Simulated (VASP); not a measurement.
A run of VASP 6.6.1:

Contents of POSCAR:

```
Ir
1.0
    2.7650047667      0.0000000000      0.0000000000
   -1.3825023834      2.3945643696      0.0000000000
    0.0000000000      0.0000000000      4.4859097335
Ir
2
Direct
    0.3333333333      0.6666666667      0.2500000000
    0.6666666667      0.3333333333      0.7500000000
```

File INCAR.step1:

```
PREC     = Accurate       # precision mode
ENCUT    = 520            # plane-wave cutoff, eV
ISMEAR   = -1             # smearing method
SIGMA    = 0.1            # smearing width, eV
LREAL    = False          # projectors in reciprocal space
LASPH    = True           # aspherical terms in the spheres
NELM     = 100            # most SCF steps
NBANDS   = 16             # bands
GGA      = PE             # functional
ALGO     = Normal         # electronic algorithm
EDIFF    = 1E-4           # SCF threshold, eV
LWAVE    = True           # write WAVECAR
LCHARG   = False          # write CHGCAR
```

INCAR.step2

```
PREC     = Accurate       # precision mode
ENCUT    = 520            # plane-wave cutoff, eV
EDIFF    = 1E-7           # SCF threshold, eV
ISMEAR   = -1             # smearing method
SIGMA    = 0.1            # smearing width, eV
LREAL    = False          # projectors in reciprocal space
LASPH    = True           # aspherical terms in the spheres
NELM     = 100            # most SCF steps
ALGO     = Normal         # electronic algorithm
ISIF     = 2              # what is computed and relaxed
LWAVE    = False          # write WAVECAR
LCHARG   = False          # write CHGCAR
METAGGA  = R2SCAN         # meta-GGA
LMIXTAU  = True         
NBANDS   = 16             # bands
ISTART   = 1
```

Contents of KPOINTS:

```
Automatic mesh
0
Gamma
  15 15 8
```

Potentials or basis: VASP PAW PBE potentials, release 64 (Ir).

The run is started by

```bash
$ cat potpaw_PBE.64/Ir/POTCAR > POTCAR
$ cp INCAR.step1 INCAR
$ mpirun -np 1 vasp_std > vasp.out
$ cp INCAR.step2 INCAR
$ mpirun -np 1 vasp_std > vasp.out
```

Hardware: 1 thread of Intel(R) Xeon(R) Platinum 8488C (Sapphire Rapids), with other jobs on the host.

Task: Estimate the wall time of this run.

Result: Wall time 2.4 min on 1 thread of Intel(R) Xeon(R) Platinum 8488C (Sapphire Rapids), on a shared host, peak memory 0.2 GiB. Counts: k points 135.
